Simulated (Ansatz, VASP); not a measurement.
# BaTiO3: VASP beside Ansatz

```
CELL_PARAMETERS angstrom
4.00600 0.00000 0.00000
0.00000 4.00600 0.00000
0.00000 0.00000 3.96594
ATOMIC_POSITIONS crystal
Ba 0.50000 0.50000 0.50000
Ti 0.00000 0.00000 0.00000
O 0.50000 0.00000 0.00000
O 0.00000 0.50000 0.00000
O 0.00000 0.00000 0.50000
```

Change from the starting cell: z stretched by -1 %, ions relaxed.

Alike in both runs: functional PBE; k mesh 8 × 8 × 8; occupations fermi-dirac, width 0.02 eV; no spin polarisation.

Ansatz relaxed the structure, and its values are those at the end. VASP's run is a single point on that final structure, the one shown.

|  | VASP | Ansatz |
| --- | --- | --- |
| version | VASP 6.6.1 | Ansatz 0.2.0 |
| potentials or method | VASP PAW PBE potentials, release 64 (Ba_sv, Ti_sv, O_h) | plane-wave PAW, scalar-relativistic |
| plane-wave cutoff (eV) | 910 | 420 |
| valence electrons in the cell | 40 | 40 |

```csv
,VASP,Ansatz,Ansatz less VASP
gap on the k mesh at the Fermi level (eV),1.74,1.81,+0.062
```

The functional is the same, so the differences come from potentials, cutoffs and numerics. Ansatz's warnings: stress scf threshold loose.

Spin-orbit coupling is off throughout. Noted on VASP's run: the cutoff is short for stress, so the pressure is rough.
